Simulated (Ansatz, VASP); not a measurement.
## One calculation of HgTe, two programs

```
CELL_PARAMETERS angstrom
-3.04560 3.04560 1.55941
3.04560 -3.04560 1.55941
3.04560 3.04560 -1.55941
ATOMIC_POSITIONS crystal
Hg 0.75000 0.25000 0.50000
Te 0.00000 0.00000 0.00000
```

Alike in both runs: functional PBE; k mesh 7 × 7 × 7; occupations fermi-dirac, width 0.05 eV; no spin polarisation.

|  | VASP | Ansatz |
| --- | --- | --- |
| version | VASP 6.6.1 | Ansatz 0.2.0 |
| potentials or method | VASP PAW PBE potentials, release 64 (Hg, Te), cutoff 520 eV | all-electron LAPW, scalar-relativistic |
| task | single point | band structure |

```tsv
	VASP	Ansatz	Ansatz less VASP
gap on the k mesh at the Fermi level (eV)	none	none	-
pressure (GPa)	-0.2	-0.2	-0.05
traceless stress, the component that is largest in VASP (GPa)	-2.28	-2.29	-0.003
```

A gap of «none» marks a metal or a gap that the smearing closes. Ansatz ran all-electron here, and VASP with PAW potentials.

Neither program's run includes spin-orbit coupling. Noted on Ansatz's run: the k mesh is thin for a metal, which can move the energy by tens of meV per atom.
